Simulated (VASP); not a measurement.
# CuNi2 (Fd-3m) in VASP: notebook

Runs on CuNi2. Level: PBE. Tasks: relaxation of cell and atoms, single point.

All numbers are computed with VASP 6.6.1; they aren't measurements. Logs are shortened: lines on timing, memory, paths and dates and some standing lists are left out, and cuts for length are marked.

## Step 1: The cell of the first run

Symmetry: Fd-3m, No. 227, cubic system. Conventional cell: a = 6.383 Å, b = 6.383 Å, c = 6.383 Å, α = 90.00°, β = 90.00°, γ = 90.00°. Within 3.5 Å of Cu (site symmetry -43m) lie 12 Ni at 2.65 Å and 4 Cu at 2.76 Å. Within 3.0 Å of Ni (site symmetry -3m) lie 6 Ni at 2.26 Å and 6 Cu at 2.65 Å.

## Step 2: Relaxation of cell and atoms, PBE

Input file INCAR:

```
SYSTEM = CuNi2
PREC = Accurate
ENCUT = 600
EDIFF = 1E-6
ISMEAR = 0
SIGMA = 0.1
LREAL = .False.
LASPH = .True.
NELM = 100
ALGO = Fast
ISIF = 3
LWAVE = .False.
LCHARG = .False.
GGA = PE
IBRION = 2
NSW = 90
EDIFFG = -0.04
```

Input file KPOINTS:

```
Automatic mesh
0
Gamma
  6 6 6
  0 0 0
```

Input file POSCAR:

```
CuNi2
1.0
    0.0000000000      3.1917148229      3.1917148229
    3.1917148229      0.0000000000      3.1917148229
    3.1917148229      3.1917148229      0.0000000000
Cu Ni
2 4
Direct
    0.0000000000      0.0000000000      0.0000000000
    0.2500000000      0.2500000000      0.2500000000
    0.6250000000      0.6250000000      0.6250000000
    0.1250000000      0.6250000000      0.6250000000
    0.6250000000      0.6250000000      0.1250000000
    0.6250000000      0.1250000000      0.6250000000
```

Potentials or basis: VASP PAW PBE potentials, release 64 (Cu, Ni).

On the command line:

```console
cat potpaw_PBE.64/Cu/POTCAR potpaw_PBE.64/Ni/POTCAR > POTCAR
mpirun -np 1 vasp_std > vasp.out
```

OUTCAR:

```text
SYSTEM = CuNi2
   PREC = Accurate
   ENCUT = 600
   EDIFF = 1E-6
   ISMEAR = 0
   LREAL = .False.
   LASPH = .True.
   NELM = 100
   ISIF = 3
   GGA = PE
   IBRION = 2
   NSW = 90
   EDIFFG = -0.04

 ion  position               nearest neighbor table
   1  0.000  0.000  0.000-   3 2.65   5 2.65   6 2.65   3 2.65   4 2.65   5 2.65   3 2.65   4 2.65
                             6 2.65   4 2.65   5 2.65   6 2.65   2 2.76   2 2.76   2 2.76   2 2.76
   2  0.250  0.250  0.250-   4 2.65   5 2.65   6 2.65   3 2.65   4 2.65   6 2.65   3 2.65   4 2.65
                             5 2.65   3 2.65   5 2.65   6 2.65   1 2.76   1 2.76   1 2.76   1 2.76
   3  0.625  0.625  0.625-   4 2.26   5 2.26   6 2.26   5 2.26   6 2.26   4 2.26   1 2.65   2 2.65
                             1 2.65   2 2.65   1 2.65   2 2.65
   4  0.125  0.625  0.625-   3 2.26   5 2.26   6 2.26   3 2.26   5 2.26   6 2.26   2 2.65   1 2.65
                             1 2.65   2 2.65   2 2.65   1 2.65
   5  0.625  0.625  0.125-   3 2.26   3 2.26   4 2.26   6 2.26   6 2.26   4 2.26   1 2.65   2 2.65
                             1 2.65   2 2.65   1 2.65   2 2.65
   6  0.625  0.125  0.625-   3 2.26   5 2.26   3 2.26   4 2.26   5 2.26   4 2.26   2 2.65   1 2.65
                             2 2.65   2 2.65   1 2.65   1 2.65

  LATTYP: Found a face centered cubic cell.
 ALAT       =     6.3834296458

  Lattice vectors:

 A1 = (   0.0000000000,   3.1917148229,   3.1917148229)
 A2 = (   3.1917148229,   0.0000000000,   3.1917148229)
 A3 = (   3.1917148229,   3.1917148229,   0.0000000000)

Analysis of symmetry for initial positions (statically):
=====================================================================
 Subroutine PRICEL returns:
 Original cell was already a primitive cell.

 Routine SETGRP: Setting up the symmetry group for a
 face centered cubic supercell.

 Subroutine GETGRP returns: Found 48 space group operations
 (whereof 24 operations were pure point group operations)
 out of a pool of 48 trial point group operations.

The static configuration has the point symmetry T_d .
 The point group associated with its full space group is O_h .

Analysis of symmetry for dynamics (positions and initial velocities):
=====================================================================
 Subroutine PRICEL returns:
 Original cell was already a primitive cell.

 Routine SETGRP: Setting up the symmetry group for a
 face centered cubic supercell.

 Subroutine GETGRP returns: Found 48 space group operations
 (whereof 24 operations were pure point group operations)
 out of a pool of 48 trial point group operations.

The dynamic configuration has the point symmetry T_d .
 The point group associated with its full space group is O_h .

 Subroutine INISYM returns: Found 48 space group operations
 (whereof 24 operations are pure point group operations),
 and found     1 'primitive' translations

----------------------------------------------------------------------------------------

                                     Primitive cell

  volume of cell :      65.0283

  direct lattice vectors                    reciprocal lattice vectors
     0.000000000  3.191714823  3.191714823    -0.156655600  0.156655600  0.156655600
     3.191714823  0.000000000  3.191714823     0.156655600 -0.156655600  0.156655600
     3.191714823  3.191714823  0.000000000     0.156655600  0.156655600 -0.156655600

  length of vectors
     4.513766390  4.513766390  4.513766390     0.271335458  0.271335458  0.271335458

  position of ions in fractional coordinates (direct lattice)
     0.000000000  0.000000000  0.000000000
     0.250000000  0.250000000  0.250000000
     0.625000000  0.625000000  0.625000000
     0.125000000  0.625000000  0.625000000
     0.625000000  0.625000000  0.125000000
     0.625000000  0.125000000  0.625000000

  ion indices of the primitive-cell ions
   primitive index   ion index
                 1           1
                 2           2
                 3           3
                 4           4
                 5           5
                 6           6

----------------------------------------------------------------------------------------

 KPOINTS: Automatic mesh

Automatic generation of k-mesh.
 Grid dimensions read from file:
 generate k-points for:    6    6    6

 Generating k-lattice:

  Cartesian coordinates                     Fractional coordinates (reciprocal lattice)
    -0.026109267  0.026109267  0.026109267     0.166666667  0.000000000  0.000000000
     0.026109267 -0.026109267  0.026109267     0.000000000  0.166666667  0.000000000
     0.026109267  0.026109267 -0.026109267     0.000000000  0.000000000  0.166666667

  Length of vectors
     0.045222576  0.045222576  0.045222576

  Shift w.r.t. Gamma in fractional coordinates (k-lattice)
     0.000000000  0.000000000  0.000000000

 Subroutine IBZKPT returns following result:
 ===========================================

 Found     16 irreducible k-points:

 Following reciprocal coordinates:
            Coordinates               Weight
  0.000000  0.000000  0.000000      1.000000
  0.166667  0.000000  0.000000      8.000000
  0.333333  0.000000  0.000000      8.000000
  0.500000  0.000000  0.000000      4.000000
  0.166667  0.166667  0.000000      6.000000
  0.333333  0.166667  0.000000     24.000000
[... 8 lines left out ...]
 -0.333333  0.333333  0.166667     24.000000
 -0.333333  0.500000  0.166667     12.000000
   k-points           NKPTS =     16   k-points in BZ     NKDIM =     16   number of bands    NBANDS=     37
   number of dos      NEDOS =    301   number of ions     NIONS =      6
   total plane-waves  NPLWV =  46656
   dimension x,y,z NGX =    36 NGY =   36 NGZ =   36
   dimension x,y,z NGXF=    72 NGYF=   72 NGZF=   72
   ions per type =               2   4
   NGX,Y,Z   is equivalent  to a cutoff of  13.26, 13.26, 13.26 a.u.
   NGXF,Y,Z  is equivalent  to a cutoff of  26.52, 26.52, 26.52 a.u.
 SYSTEM =  CuNi2
   PREC   = accura    normal or accurate (medium, high low for compatibility)
   ISTART =      0    job   : 0-new  1-cont  2-samecut
   ICHARG =      2    charge: 1-file 2-atom 10-const
   ISPIN  =      1    spin polarized calculation?
   LNONCOLLINEAR =      F non collinear calculations
   LSORBIT =      F    spin-orbit coupling
   LASPH  =      T    aspherical Exc in radial PAW
   ENCUT  =  600.0 eV  44.10 Ry    6.64 a.u.   9.02  9.02  9.02*2*pi/ulx,y,z
   NELM   =    100;   NELMIN=  2; NELMDL= -5     # of ELM steps
   EDIFF  = 0.1E-05   stopping-criterion for ELM
   LREAL  =      F    real-space projection
   EDIFFG = -.4E-01   stopping-criterion for IOM
   NSW    =     90    number of steps for IOM
   IBRION =      2    ionic relax: 0-MD 1-quasi-New 2-CG
   NFREE  =      1    steps in history (QN), initial steepest desc. (CG)
   ISIF   =      3    stress and relaxation
   ISYM   =      2    0-nonsym 1-usesym 2-fastsym
   POTIM  = 0.5000    time-step for ionic-motion
   TEBEG  =    0.0;   TEEND  =   0.0 temperature during run
   PSTRESS=    0.0 pullay stress
   NELECT =      62.0000    total number of electrons
   NUPDOWN=      -1.0000    fix difference up-down
   EMIN   =  10.00;   EMAX   =-10.00  energy-range for DOS
   EFERMI =   0.00;   METHOD = LEGACY
   ISMEAR =     0;   SIGMA  =   0.10  broadening in eV -4-tet -1-fermi 0-gaus
   EFERMI_NEDOS =   21; number of points for ismear=-14 and -15
   IALGO  =     68    algorithm
   IMIX   =      4    mixing-type and parameters
     AMIX     =   0.40;   BMIX     =  1.00
     AMIX_MAG =   1.60;   BMIX_MAG =  1.00
  volume/ion in A,a.u.               =      10.84        73.14
  Fermi-wavevector in a.u.,A,eV,Ry     =   1.611281  3.044880 35.323810  2.596227
  Thomas-Fermi vector in A             =   2.706696
   LORBIT       =      0    0 simple, 1 ext, 2 COOP (PROOUT), +10 PAW based schemes
   GGA     = PE    functional components
   LHFCALC =     F    Hartree Fock is set to
   AEXX    =    0.0000 exact exchange contribution
   IVDW    =     0    specifies the selected vdW correction
   LEPSILON=     F    determine dielectric tensor
   LRPA    =     F    only Hartree local field effects (RPA)
 conjugate gradient relaxation of ions
 non-spin polarized calculation
 RMM-DIIS sequential band-by-band and
 Gauss-broadening in eV      SIGMA  =   0.10
  energy-cutoff  :      600.00
  volume of cell :       65.03
 maximum number of plane-waves:      2200
   NGX = 17   NGY = 17   NGZ = 17

--------------------------------------- Ionic step        1  -------------------------------------------

 number of electron      62.0000055 magnetization

 Free energy of the ion-electron system (eV)
  ---------------------------------------------------
  ext. energy  EPLUGINS =         0.00000000
  ---------------------------------------------------
  free energy    TOTEN  =       -28.20789919 eV

  energy without entropy =      -28.19753230  energy(sigma->0) =      -28.20271575

------------------------ aborting loop because EDIFF is reached ----------------------------------------

  FORCE on cell =-STRESS in cart. coord.  units (eV):
  Direction    XX          YY          ZZ          XY          YZ          ZX
  --------------------------------------------------------------------------------------
  -------------------------------------------------------------------------------------
  Total        6.4544521      6.4544521      6.4544521      0.0000000      0.0000000      0.0000000
  in kB      159.0258506    159.0258506    159.0258506      0.0000000      0.0000000      0.0000000
  external PRESSURE =     159.0258506 kB  Pullay stress =       0.0000000 kB
[... 145 lines left out ...]
  energy  without entropy=      -28.4425032450  energy(sigma->0) =      -28.44838010

--------------------------------------- Ionic step        5  -------------------------------------------

 number of electron      61.9999961 magnetization

 Free energy of the ion-electron system (eV)
  ---------------------------------------------------
  ext. energy  EPLUGINS =         0.00000000
  ---------------------------------------------------
  free energy    TOTEN  =       -28.45485396 eV

  energy without entropy =      -28.44305262  energy(sigma->0) =      -28.44895329

 E-fermi :   8.0505     XC(G=0): -12.7552

 val. band max:        8.0121592302   @ k =  -0.3333   0.3333   0.0000
 cond. band min:       8.0705796844   @ k =  -0.1667   0.1667   0.0000
 fundamental gap:      0.0584204542
 Fermi energy:         8.0504745005

 k-point     1 :       0.0000    0.0000    0.0000
  band No.  band energies     occupation
      1      -0.6898      2.00000
      2       3.0146      2.00000
      3       4.0524      2.00000
      4       4.0524      2.00000
      5       4.0524      2.00000
      6       4.7573      2.00000
[... 662 lines left out ...]
  FREE ENERGIE OF THE ION-ELECTRON SYSTEM (eV)
  ---------------------------------------------------
  free  energy   TOTEN  =       -28.4548539573 eV

  energy  without entropy=      -28.4430526207  energy(sigma->0) =      -28.44895329

 reached required accuracy - stopping structural energy minimisation
```

Wall time 2 min (1 thread of AMD EPYC 9R45 (Zen 5), shared host); peak memory 0.2 GiB.

What came out:

| Quantity | Value |
| --- | --- |
| Free energy | -28.4549 eV |
| Relaxed volume | 11.71 Å³/atom |
| Relaxed cell | a = 4.632 Å, b = 4.632 Å, c = 4.632 Å, α = 60.00°, β = 60.00°, γ = 60.00° |
| Space group after relaxing (to 0.1 Å) | Fd-3m (No. 227) |
| Energy gained by relaxing | 41.2 meV/atom |
| Ionic steps | 5 |
| Pressure after relaxing | 0.3 GPa |
| Band gap on the k mesh | zero (bands 31 and 32 overlap by 0.87 eV) |

The path:
| step | energy change (eV) | largest force (eV/Å) | pressure (GPa) | volume (Å³) |
| --- | --- | --- | --- | --- |
| 1 | 0.0000 | 0.0000 | 15.90 | 65.03 |
| 2 | -0.0748 | 0.0000 | -9.84 | 75.69 |
| 3 | -0.2471 | 0.0000 | -1.05 | 70.48 |
| 4 | -0.2464 | 0.0000 | 0.84 | 70.11 |
| 5 | -0.2470 | 0.0000 | 0.34 | 70.28 |

Final structure:
```xyz
6
Lattice="0.0000 3.2754 3.2754 3.2754 0.0000 3.2754 3.2754 3.2754 0.0000" Properties=species:S:1:pos:R:3 pbc="T T T"
Cu    0.0000    0.0000    0.0000
Cu    1.6377    1.6377    1.6377
Ni    4.0942    4.0942    4.0942
Ni    4.0942    2.4565    2.4565
Ni    2.4565    2.4565    4.0942
Ni    2.4565    4.0942    2.4565
```

Spin polarisation is off, so any magnetic state and its effect on volume and gap are missing.

## Step 3: Single point, PBE, collinear spin, ferromagnetic start

Input file INCAR:

```
  PREC = Accurate
  ENCUT = 520
  EDIFF = 1E-6
  ISMEAR = 0
  SIGMA = 0.1
  LREAL = False
  LASPH = True
  NELM = 150
  ALGO = Fast
  ISIF = 2
  LWAVE = False
  LCHARG = False
  ISPIN = 2
  MAGMOM = 0 0 2 2 2 2
  LORBIT = 11
  LMAXMIX = 4
  GGA = PE
  NBANDS = 44
```

Input file KPOINTS:

```
Automatic mesh
0
Gamma
  6 6 6
```

POSCAR is that of step 2.

Potentials or basis: VASP PAW PBE potentials, release 64 (Cu, Ni).

On the command line:

```console
cat potpaw_PBE.64/Cu/POTCAR potpaw_PBE.64/Ni/POTCAR > POTCAR
mpirun -np 1 vasp_std > vasp.out
```

Run time: 74 s. Hardware: 1 thread of AMD EPYC 9R45 (Zen 5), shared host; peak memory 0.24 GiB.

Results (log left out):

- Free energy: -28.2088 eV
- Pressure: 15.8 GPa
- Band gap on the k mesh: zero (filled and empty bands overlap)
- Net moment: 0.00 μB per cell
- Valence electrons inside the program's atomic spheres: Cu 9.92; Ni 9.55

Levels at points of the mesh, in eV from the Fermi level:
Spin up:
| k point | band 29 | band 30 | band 31 | band 32 | band 33 | band 34 |
| --- | --- | --- | --- | --- | --- | --- |
| (0.00, 0.00, 0.00) | 0.50 | 0.50 | 0.50 | 1.02 | 2.56 | 2.56 |
| (0.50, 0.00, 0.00) | -0.65 | -0.52 | -0.52 | 0.50 | 1.97 | 2.41 |
| (0.50, 0.50, 0.00) | -0.67 | -0.67 | -0.48 | -0.48 | 1.65 | 1.65 |
Spin down:
```csv
k point,band 28,band 29,band 30,band 31,band 32,band 33,band 34,band 35
"(0.00, 0.00, 0.00)",-0.39,0.50,0.50,0.50,1.02,2.56,2.56,2.56
"(0.50, 0.00, 0.00)",-0.65,-0.65,-0.52,-0.52,0.50,1.97,2.41,2.41
"(0.50, 0.50, 0.00)",-1.09,-0.67,-0.67,-0.48,-0.48,1.65,1.65,1.94
```

Caveat: the cell stands under pressure.

## Step 4: Relaxation of cell and atoms, PBE

This run uses another cell than the first one, of 11.73 Å³/atom.

Input file INCAR:

```
PREC = Accurate
ENCUT = 600
EDIFF = 1E-6
ISMEAR = 0
SIGMA = 0.1
LREAL = False
LASPH = True
NELM = 100
ALGO = Fast
ISIF = 3
LWAVE = False
LCHARG = False
GGA = PE
IBRION = 2
NSW = 100
EDIFFG = -0.01
```

Input file KPOINTS:

```
regular mesh
0
Gamma
  10 10 10
```

Input file POSCAR:

```
CuNi2
1.0
    0.0000000000      3.2771424995      3.2771424995
    3.2771424995      0.0000000000      3.2771424995
    3.2771424995      3.2771424995      0.0000000000
Cu Ni
2 4
Direct
    0.5000000000      0.5000000000      0.5000000000
    0.7500000000      0.7500000000      0.7500000000
    0.1250000000      0.1250000000      0.1250000000
    0.6250000000      0.1250000000      0.1250000000
    0.1250000000      0.1250000000      0.6250000000
    0.1250000000      0.6250000000      0.1250000000
```

On the command line:

```console
cat potpaw_PBE.64/Cu/POTCAR potpaw_PBE.64/Ni/POTCAR > POTCAR
mpirun -np 1 vasp_std > vasp.out
```

Run time: 4.4 min. Hardware: 1 thread of AMD EPYC 9R45 (Zen 5), shared host; peak memory 0.3 GiB.

The run converged. Its results:

| Quantity | Value |
| --- | --- |
| Free energy | -28.4073 eV |
| Relaxed volume | 11.75 Å³/atom |
| Relaxed cell | a = 4.637 Å, b = 4.637 Å, c = 4.637 Å, α = 60.00°, β = 60.00°, γ = 60.00° |
| Space group after relaxing (to 0.1 Å) | Fd-3m (No. 227) |
| Energy gained by relaxing | 0.0 meV/atom |
| Ionic steps | 3 |
| Pressure after relaxing | 0.0 GPa |
| Band gap on the k mesh | zero (bands 31 and 32 overlap by 0.88 eV) |

Final structure:
```yaml
crystal:
  lattice:
    - [0.00000, 3.27916, 3.27916]
    - [3.27916, 0.00000, 3.27916]
    - [3.27916, 3.27916, 0.00000]
  atoms:
    - { symbol: Cu, position: [0.50000, 0.50000, 0.50000] }
    - { symbol: Cu, position: [0.75000, 0.75000, 0.75000] }
    - { symbol: Ni, position: [0.12500, 0.12500, 0.12500] }
    - { symbol: Ni, position: [0.62500, 0.12500, 0.12500] }
    - { symbol: Ni, position: [0.12500, 0.12500, 0.62500] }
    - { symbol: Ni, position: [0.12500, 0.62500, 0.12500] }
```

Levels at points of the mesh, in eV from the Fermi level:
```
           k point  band 28  band 29  band 30  band 31  band 32  band 33  band 34  band 35
(0.00, 0.00, 0.00)    -0.31     0.49     0.49     0.49     1.02     2.54     2.54     2.54
(0.50, 0.00, 0.00)    -0.54    -0.54    -0.44    -0.44     0.49     1.87     2.40     2.40
(0.50, 0.50, 0.00)    -0.95    -0.56    -0.56    -0.39    -0.39     1.58     1.58     1.80
```

Spin polarisation is off, so any magnetic state and its effect on volume and gap are missing.
